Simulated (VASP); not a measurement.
# MgI2 (Fm-3m) in VASP: further runs

The runs below take MgI2 through single point, with PBE, r2SCAN.

All numbers are computed with VASP 6.6.1; they aren't measurements. Logs are shortened: lines on timing, memory, paths and dates and some standing lists are left out, and cuts for length are marked.

### 1 The cell of the first run

The structure is cubic, space group Fm-3m (No. 225). The conventional cell has a = 7.602 Å, b = 7.602 Å, c = 7.602 Å, α = 90.00°, β = 90.00°, γ = 90.00°. Mg (site symmetry m-3m) has 8 I at 3.29 Å within 4.3 Å. Within 4.3 Å of I (site symmetry -43m) lie 4 Mg at 3.29 Å and 6 I at 3.80 Å.

### 2 Single point, PBE (volume changed by +3%)

Input file INCAR:

```
PREC = Accurate
ENCUT = 520
EDIFF = 1E-6
ISMEAR = 0
SIGMA = 0.01
LREAL = F
LASPH = T
NELM = 80
ALGO = Normal
ISIF = 2
LWAVE = F
LCHARG = F
GGA = PE
NBANDS = 15
```

Input file KPOINTS:

```
Automatic mesh
0
Gamma
  6 6 6
```

Input file POSCAR:

```
MgI2
1.0
    0.0000000000      3.8011305532      3.8011305532
    3.8011305532      0.0000000000      3.8011305532
    3.8011305532      3.8011305532      0.0000000000
Mg I
1 2
Direct
    0.0000000000      0.0000000000      0.0000000000
    0.2500000000      0.2500000000      0.2500000000
    0.7500000000      0.7500000000      0.7500000000
```

Potentials or basis: VASP PAW PBE potentials, release 64 (Mg, I).

Command:

```
> cat potpaw_PBE.64/Mg/POTCAR potpaw_PBE.64/I/POTCAR > POTCAR
> mpirun -np 1 vasp_std > vasp.out
```

OUTCAR:

```text
PREC = Accurate
   ENCUT = 520
   EDIFF = 1E-6
   ISMEAR = 0
   LREAL = F
   LASPH = T
   NELM = 80
   ISIF = 2
   GGA = PE

 ion  position               nearest neighbor table
   1  0.000  0.000  0.000-   3 3.29   3 3.29   3 3.29   2 3.29   3 3.29   2 3.29   2 3.29   2 3.29

   2  0.250  0.250  0.250-   1 3.29   1 3.29   1 3.29   1 3.29
   3  0.750  0.750  0.750-   1 3.29   1 3.29   1 3.29   1 3.29

  LATTYP: Found a face centered cubic cell.
 ALAT       =     7.6022611064

  Lattice vectors:

 A1 = (   0.0000000000,   3.8011305532,   3.8011305532)
 A2 = (   3.8011305532,   0.0000000000,   3.8011305532)
 A3 = (   3.8011305532,   3.8011305532,   0.0000000000)

Analysis of symmetry for initial positions (statically):
=====================================================================
 Subroutine PRICEL returns:
 Original cell was already a primitive cell.

 Routine SETGRP: Setting up the symmetry group for a
 face centered cubic supercell.

 Subroutine GETGRP returns: Found 48 space group operations
 (whereof 48 operations were pure point group operations)
 out of a pool of 48 trial point group operations.

The static configuration has the point symmetry O_h .

Analysis of symmetry for dynamics (positions and initial velocities):
=====================================================================
 Subroutine PRICEL returns:
 Original cell was already a primitive cell.

 Routine SETGRP: Setting up the symmetry group for a
 face centered cubic supercell.

 Subroutine GETGRP returns: Found 48 space group operations
 (whereof 48 operations were pure point group operations)
 out of a pool of 48 trial point group operations.

The dynamic configuration has the point symmetry O_h .

 Subroutine INISYM returns: Found 48 space group operations
 (whereof 48 operations are pure point group operations),
 and found     1 'primitive' translations

----------------------------------------------------------------------------------------

                                     Primitive cell

  volume of cell :     109.8420

  direct lattice vectors                    reciprocal lattice vectors
     0.000000000  3.801130553  3.801130553    -0.131539812  0.131539812  0.131539812
     3.801130553  0.000000000  3.801130553     0.131539812 -0.131539812  0.131539812
     3.801130553  3.801130553  0.000000000     0.131539812  0.131539812 -0.131539812

  length of vectors
     5.375610381  5.375610381  5.375610381     0.227833638  0.227833638  0.227833638

  position of ions in fractional coordinates (direct lattice)
     0.000000000  0.000000000  0.000000000
     0.250000000  0.250000000  0.250000000
     0.750000000  0.750000000  0.750000000

  ion indices of the primitive-cell ions
   primitive index   ion index
                 1           1
                 2           2
                 3           3

----------------------------------------------------------------------------------------

 KPOINTS: Automatic mesh

Automatic generation of k-mesh.
 Grid dimensions read from file:
 generate k-points for:    6    6    6

 Generating k-lattice:

  Cartesian coordinates                     Fractional coordinates (reciprocal lattice)
    -0.021923302  0.021923302  0.021923302     0.166666667  0.000000000  0.000000000
     0.021923302 -0.021923302  0.021923302     0.000000000  0.166666667  0.000000000
     0.021923302  0.021923302 -0.021923302     0.000000000  0.000000000  0.166666667

  Length of vectors
     0.037972273  0.037972273  0.037972273

  Shift w.r.t. Gamma in fractional coordinates (k-lattice)
     0.000000000  0.000000000  0.000000000

 Subroutine IBZKPT returns following result:
 ===========================================

 Found     16 irreducible k-points:

 Following reciprocal coordinates:
            Coordinates               Weight
  0.000000  0.000000  0.000000      1.000000
  0.166667  0.000000  0.000000      8.000000
  0.333333  0.000000  0.000000      8.000000
  0.500000  0.000000  0.000000      4.000000
  0.166667  0.166667  0.000000      6.000000
  0.333333  0.166667  0.000000     24.000000
[... 8 lines left out ...]
 -0.333333  0.333333  0.166667     24.000000
 -0.333333  0.500000  0.166667     12.000000
   k-points           NKPTS =     16   k-points in BZ     NKDIM =     16   number of bands    NBANDS=     15
   number of dos      NEDOS =    301   number of ions     NIONS =      3
   total plane-waves  NPLWV =  64000
   dimension x,y,z NGX =    40 NGY =   40 NGZ =   40
   dimension x,y,z NGXF=    80 NGYF=   80 NGZF=   80
   ions per type =               1   2
   NGX,Y,Z   is equivalent  to a cutoff of  12.37, 12.37, 12.37 a.u.
   NGXF,Y,Z  is equivalent  to a cutoff of  24.74, 24.74, 24.74 a.u.
 SYSTEM =  unknown system
   PREC   = accura    normal or accurate (medium, high low for compatibility)
   ISTART =      0    job   : 0-new  1-cont  2-samecut
   ICHARG =      2    charge: 1-file 2-atom 10-const
   ISPIN  =      1    spin polarized calculation?
   LNONCOLLINEAR =      F non collinear calculations
   LSORBIT =      F    spin-orbit coupling
   LASPH  =      T    aspherical Exc in radial PAW
   ENCUT  =  520.0 eV  38.22 Ry    6.18 a.u.  10.00 10.00 10.00*2*pi/ulx,y,z
   NELM   =     80;   NELMIN=  2; NELMDL= -5     # of ELM steps
   EDIFF  = 0.1E-05   stopping-criterion for ELM
   LREAL  =      F    real-space projection
   EDIFFG = 0.1E-04   stopping-criterion for IOM
   NSW    =      0    number of steps for IOM
   IBRION =     -1    ionic relax: 0-MD 1-quasi-New 2-CG
   NFREE  =      0    steps in history (QN), initial steepest desc. (CG)
   ISIF   =      2    stress and relaxation
   ISYM   =      2    0-nonsym 1-usesym 2-fastsym
   POTIM  = 0.5000    time-step for ionic-motion
   TEBEG  =    0.0;   TEEND  =   0.0 temperature during run
   PSTRESS=    0.0 pullay stress
   NELECT =      16.0000    total number of electrons
   NUPDOWN=      -1.0000    fix difference up-down
   EMIN   =  10.00;   EMAX   =-10.00  energy-range for DOS
   EFERMI =   0.00;   METHOD = LEGACY
   ISMEAR =     0;   SIGMA  =   0.01  broadening in eV -4-tet -1-fermi 0-gaus
   EFERMI_NEDOS =   21; number of points for ismear=-14 and -15
   IALGO  =     38    algorithm
   IMIX   =      4    mixing-type and parameters
     AMIX     =   0.40;   BMIX     =  1.00
     AMIX_MAG =   1.60;   BMIX_MAG =  1.00
  volume/ion in A,a.u.               =      36.61       247.08
  Fermi-wavevector in a.u.,A,eV,Ry     =   0.861375  1.627762 10.095062  0.741966
  Thomas-Fermi vector in A             =   1.979019
   LORBIT       =      0    0 simple, 1 ext, 2 COOP (PROOUT), +10 PAW based schemes
   GGA     = PE    functional components
   LHFCALC =     F    Hartree Fock is set to
   AEXX    =    0.0000 exact exchange contribution
   IVDW    =     0    specifies the selected vdW correction
   LEPSILON=     F    determine dielectric tensor
   LRPA    =     F    only Hartree local field effects (RPA)
 non-spin polarized calculation
 Gauss-broadening in eV      SIGMA  =   0.01
  energy-cutoff  :      520.00
  volume of cell :      109.84
 maximum number of plane-waves:      2972
   NGX = 19   NGY = 19   NGZ = 19

 number of electron      16.0000001 magnetization

 Free energy of the ion-electron system (eV)
  ---------------------------------------------------
  ext. energy  EPLUGINS =         0.00000000
  ---------------------------------------------------
  free energy    TOTEN  =        -6.39376049 eV

  energy without entropy =       -6.39376049  energy(sigma->0) =       -6.39376049

 E-fermi :   2.9361     XC(G=0):  -7.9778

 val. band max:        2.8869551932   @ k =   0.5000   0.5000   0.0000
 cond. band min:       3.4032598044   @ k =   0.0000   0.0000   0.0000
 fundamental gap:      0.5163046112
 Fermi energy:         2.9361404471

 k-point     1 :       0.0000    0.0000    0.0000
  band No.  band energies     occupation
      1      -9.8445      2.00000
      2      -8.4227      2.00000
      3       0.1033      2.00000
      4       0.1033      2.00000
      5       0.1033      2.00000
      6       1.8520      2.00000
      7       1.8520      2.00000
      8       1.8520      2.00000
      9       3.4033      0.00000
     10       6.0986      0.00000
     11       6.0986      0.00000
     12       6.0986      0.00000
     13       8.1875      0.00000
     14       8.1875      0.00000
     15       9.4941      0.00000

 k-point     2 :       0.1667    0.0000    0.0000
  band No.  band energies     occupation
      1      -9.7530      2.00000
      2      -8.5213      2.00000
      3       0.0386      2.00000
      4       0.1505      2.00000
      5       0.1505      2.00000
      6       1.1950      2.00000
      7       1.6259      2.00000
      8       1.6259      2.00000
      9       4.2591      0.00000
     10       6.3455      0.00000
     11       6.3882      0.00000
     12       6.3882      0.00000
     13       8.7041      0.00000
     14       8.7041      0.00000
     15      10.2014      0.00000

 k-point     3 :       0.3333    0.0000    0.0000
  band No.  band energies     occupation
      1      -9.5001      2.00000
      2      -8.7883      2.00000
      3      -0.1961      2.00000
      4       0.3125      2.00000
      5       0.3125      2.00000
      6       0.6309      2.00000
      7       1.1453      2.00000
      8       1.1453      2.00000
      9       5.1163      0.00000
     10       7.1984      0.00000
     11       7.1984      0.00000
     12       7.6066      0.00000
     13       9.7528      0.00000
     14       9.7528      0.00000
     15      10.4073      0.00000

 k-point     4 :       0.5000    0.0000    0.0000
  band No.  band energies     occupation
      1      -9.1537      2.00000
      2      -9.1417      2.00000
      3      -0.3592      2.00000
      4       0.4934      2.00000
      5       0.5377      2.00000
      6       0.5377      2.00000
      7       0.7761      2.00000
      8       0.7761      2.00000
      9       5.4491      0.00000
     10       7.9498      0.00000
     11       7.9499      0.00000
     12       8.8192      0.00000
     13       9.5776      0.00000
     14       9.5776      0.00000
     15       9.8666      0.00000
[... 163 lines left out ...]
 k-point    14 :       0.5000    0.3333    0.1667
  band No.  band energies     occupation
      1      -9.3594      2.00000
      2      -8.8847      2.00000
      3      -1.0904      2.00000
      4      -0.5868      2.00000
      5       0.0855      2.00000
      6       1.1673      2.00000
      7       1.8230      2.00000
      8       2.3976      2.00000
      9       4.6989      0.00000
     10       7.0991      0.00000
     11       7.9154      0.00000
     12       8.5803      0.00000
     13       8.9987      0.00000
     14      10.2007      0.00000
     15      11.1433      0.00000

 k-point    15 :      -0.3333    0.3333    0.1667
  band No.  band energies     occupation
      1      -9.1179      2.00000
      2      -9.1148      2.00000
      3      -1.3342      2.00000
      4      -0.7512      2.00000
      5       0.5586      2.00000
      6       0.5777      2.00000
      7       2.2381      2.00000
      8       2.3827      2.00000
      9       4.9190      0.00000
     10       7.3672      0.00000
     11       8.1834      0.00000
     12       8.4397      0.00000
     13       9.3802      0.00000
     14      10.3569      0.00000
     15      11.0459      0.00000

 k-point    16 :      -0.3333    0.5000    0.1667
  band No.  band energies     occupation
      1      -9.2178      2.00000
      2      -8.9865      2.00000
      3      -1.5872      2.00000
      4      -0.8617      2.00000
      5      -0.0625      2.00000
      6       1.3801      2.00000
      7       2.5191      2.00000
      8       2.7742      2.00000
      9       4.5388      0.00000
     10       7.5613      0.00000
     11       7.7296      0.00000
     12       8.6870      0.00000
     13      10.2401      0.00000
     14      10.4524      0.00000
     15      10.6571      0.00000

------------------------ aborting loop because EDIFF is reached ----------------------------------------

  FORCE on cell =-STRESS in cart. coord.  units (eV):
  Direction    XX          YY          ZZ          XY          YZ          ZX
  --------------------------------------------------------------------------------------
  -------------------------------------------------------------------------------------
  Total       -0.5598073     -0.5598073     -0.5598073      0.0000000      0.0000000     -0.0000000
  in kB       -8.1654627     -8.1654627     -8.1654627      0.0000000      0.0000000     -0.0000000
  external PRESSURE =      -8.1654627 kB  Pullay stress =       0.0000000 kB

 VOLUME and BASIS-vectors are now :
 -----------------------------------------------------------------------------
  energy-cutoff  :      520.00
  volume of cell :      109.84
      direct lattice vectors                 reciprocal lattice vectors
     0.000000000  3.801130553  3.801130553    -0.131539812  0.131539812  0.131539812
     3.801130553  0.000000000  3.801130553     0.131539812 -0.131539812  0.131539812
     3.801130553  3.801130553  0.000000000     0.131539812  0.131539812 -0.131539812

 POSITION                                       TOTAL-FORCE (eV/Angst)
 -----------------------------------------------------------------------------------
      0.00000      0.00000      0.00000         0.000000     -0.000000      0.000000
      1.90057      1.90057      1.90057        -0.000000     -0.000000     -0.000000
      5.70170      5.70170      5.70170         0.000000      0.000000      0.000000
 -----------------------------------------------------------------------------------
    total drift:                                0.000000     -0.000000      0.000000

  FREE ENERGIE OF THE ION-ELECTRON SYSTEM (eV)
  ---------------------------------------------------
  free  energy   TOTEN  =        -6.3937604937 eV

  energy  without entropy=       -6.3937604937  energy(sigma->0) =       -6.39376049
```

It took 17 s on 1 thread of Intel Xeon 6975P-C (Granite Rapids), shared host; peak memory 0.24 GiB.

Results:

```
Free energy            : -6.3938 eV
Pressure               : -0.8 GPa
Band gap on the k mesh : 0.52 eV, indirect (least direct gap 1.13 eV)
```

Caveat: spin-orbit coupling is left out, which moves the levels of the heavy elements. A k mesh can miss the band edges.

### 3 Single point, PBE (volume changed by +6%)

Input file INCAR:

```
SYSTEM = MgI2
PREC = Accurate ; ENCUT = 520
EDIFF = 1E-6 ; ISMEAR = 0
SIGMA = 0.01 ; LREAL = .False.
LASPH = .True. ; NELM = 80
ALGO = Normal ; ISIF = 2
LWAVE = .False. ; LCHARG = .False.
GGA = PE ; NBANDS = 15
```

Input file KPOINTS:

```
Automatic mesh
0
Gamma
  6 6 6
  0 0 0
```

Input file POSCAR:

```
MgI2
1.0
    0.0000000000      3.8376821278      3.8376821278
    3.8376821278      0.0000000000      3.8376821278
    3.8376821278      3.8376821278      0.0000000000
Mg I
1 2
Direct
    0.0000000000      0.0000000000      0.0000000000
    0.2500000000      0.2500000000      0.2500000000
    0.7500000000      0.7500000000      0.7500000000
```

Potentials or basis: VASP PAW PBE potentials, release 64 (Mg, I).

Command:

```
> cat potpaw_PBE.64/Mg/POTCAR potpaw_PBE.64/I/POTCAR > POTCAR
> mpirun -np 1 vasp_std > vasp.out
```

It took 13 s on 1 thread of Intel Xeon 6975P-C (Granite Rapids), shared host; peak memory 0.24 GiB.

The run converged. Its results:

| Property | Result |
| --- | --- |
| Free energy | -6.3707 eV |
| Pressure | -1.5 GPa |
| Band gap on the k mesh | 0.47 eV, indirect (least direct gap 1.18 eV) |

Levels at points of the mesh, in eV from the valence-band top:
```
           k point  band 6  band 7  band 8  band 9  band 10  band 11
(0.00, 0.00, 0.00)   -0.98   -0.98   -0.98    0.47     3.29     3.29
(0.50, 0.00, 0.00)   -2.23   -2.00   -2.00    2.49     5.06     5.06
(0.50, 0.50, 0.00)   -0.44   -0.44    0.00    1.18     4.01     6.31
```

Caveat: spin-orbit coupling is left out, which moves the levels of the heavy elements. A k mesh can miss the band edges.

### 4 Single point, r2SCAN (volume changed by -6%)

Input file POSCAR:

```
MgI2
1.0
    0.0000000000      3.6790517169      3.6790517169
    3.6790517169      0.0000000000      3.6790517169
    3.6790517169      3.6790517169      0.0000000000
Mg I
1 2
Direct
    0.0000000000      0.0000000000      0.0000000000
    0.2500000000      0.2500000000      0.2500000000
    0.7500000000      0.7500000000      0.7500000000
```

Input file INCAR.step1:

```
SYSTEM = MgI2
  PREC = Accurate
  ENCUT = 520
  ISMEAR = 0
  SIGMA = 0.01
  LREAL = .FALSE.
  LASPH = .TRUE.
  NELM = 80
  NBANDS = 15
  GGA = PE
  ALGO = Normal
  EDIFF = 1E-4
  LWAVE = .TRUE.
  LCHARG = .FALSE.
```

Input file INCAR.step2:

```
SYSTEM = MgI2
  PREC = Accurate
  ENCUT = 520
  EDIFF = 1E-6
  ISMEAR = 0
  SIGMA = 0.01
  LREAL = .FALSE.
  LASPH = .TRUE.
  NELM = 80
  ALGO = Normal
  ISIF = 2
  LWAVE = .FALSE.
  LCHARG = .TRUE.
  METAGGA = R2SCAN
  LMIXTAU = .TRUE.
  LELF = .TRUE.
  LVHAR = .TRUE.
  NBANDS = 15
  ISTART = 1
```

Input file KPOINTS:

```
Automatic mesh
0
G
  6 6 6
  0 0 0
```

Command:

```
> cat potpaw_PBE.64/Mg/POTCAR potpaw_PBE.64/I/POTCAR > POTCAR
> cp INCAR.step1 INCAR
> mpirun -np 1 vasp_std > vasp.out
> cp INCAR.step2 INCAR
> mpirun -np 1 vasp_std > vasp.out
```

Wall time 57 s (1 thread of Intel Xeon 6975P-C (Granite Rapids), shared host); peak memory 0.26 GiB.

It converged, with:

| Item | Value |
| --- | --- |
| Free energy | -55.4206 eV |
| Pressure | 2.1 GPa |
| Band gap on the k mesh | 1.33 eV, direct |

Levels at points of the mesh, in eV from the valence-band top:
| k point | band 4 | band 5 | band 6 | band 7 | band 8 | band 9 | band 10 | band 11 | band 12 | band 13 |
| --- | --- | --- | --- | --- | --- | --- | --- | --- | --- | --- |
| (0.00, 0.00, 0.00) | -3.38 | -3.38 | -1.29 | -1.29 | -1.29 | 1.43 | 3.33 | 3.33 | 3.33 | 5.51 |
| (0.50, 0.00, 0.00) | -2.86 | -2.86 | -2.82 | -2.60 | -2.60 | 3.39 | 5.61 | 5.61 | 6.25 | 6.99 |
| (0.50, 0.50, 0.00) | -4.25 | -4.25 | -0.59 | -0.59 | 0.00 | 1.33 | 4.86 | 7.10 | 7.12 | 7.12 |

Caveat: the PAW data sets were made with another functional, which shifts forces and pressure a little; spin-orbit coupling is left out, which moves the levels of the heavy elements.

### 5 Single point, r2SCAN (volume changed by -3%)

Input file POSCAR:

```
MgI2
1.0
    0.0000000000      3.7177814233      3.7177814233
    3.7177814233      0.0000000000      3.7177814233
    3.7177814233      3.7177814233      0.0000000000
Mg I
1 2
Direct
    0.0000000000      0.0000000000      0.0000000000
    0.2500000000      0.2500000000      0.2500000000
    0.7500000000      0.7500000000      0.7500000000
```

Input file INCAR.step1:

```
PREC = Accurate
ENCUT = 520
ISMEAR = 0
SIGMA = 0.01
LREAL = F
LASPH = T
NELM = 100
NBANDS = 15
GGA = PE
ALGO = Normal
EDIFF = 1E-4
LWAVE = T
LCHARG = F
```

Input file INCAR.step2:

```
PREC = Accurate
ENCUT = 520
EDIFF = 1E-6
ISMEAR = 0
SIGMA = 0.01
LREAL = F
LASPH = T
NELM = 100
ALGO = Normal
ISIF = 2
LWAVE = F
LCHARG = F
METAGGA = R2SCAN
LMIXTAU = T
NBANDS = 15
ISTART = 1
```

Input file KPOINTS:

```
Automatic mesh
0
Gamma
  6 6 6
```

Command:

```
> cat potpaw_PBE.64/Mg/POTCAR potpaw_PBE.64/I/POTCAR > POTCAR
> cp INCAR.step1 INCAR
> mpirun -np 1 vasp_std > vasp.out
> cp INCAR.step2 INCAR
> mpirun -np 1 vasp_std > vasp.out
```

Run time: 55 s. Hardware: 1 thread of Intel Xeon 6975P-C (Granite Rapids), shared host; peak memory 0.26 GiB.

It converged, with:

| Quantity | Value |
| --- | --- |
| Free energy | -55.4500 eV |
| Pressure | 0.9 GPa |
| Band gap on the k mesh | 1.36 eV, indirect (least direct gap 1.42 eV) |

Levels at points of the mesh, in eV from the valence-band top:
| k point | band 5 | band 6 | band 7 | band 8 | band 9 | band 10 | band 11 | band 12 |
| --- | --- | --- | --- | --- | --- | --- | --- | --- |
| (0.00, 0.00, 0.00) | -3.21 | -1.22 | -1.22 | -1.22 | 1.36 | 3.44 | 3.44 | 3.44 |
| (0.50, 0.00, 0.00) | -2.71 | -2.69 | -2.45 | -2.45 | 3.31 | 5.62 | 5.62 | 6.29 |
| (0.50, 0.50, 0.00) | -4.04 | -0.56 | -0.56 | 0.00 | 1.42 | 4.81 | 7.04 | 7.08 |

Caveat: the PAW data sets were made with another functional, which shifts forces and pressure a little; spin-orbit coupling is left out, which moves the levels of the heavy elements. A k mesh can miss the band edges.

(Continued in part 2 of 2.)
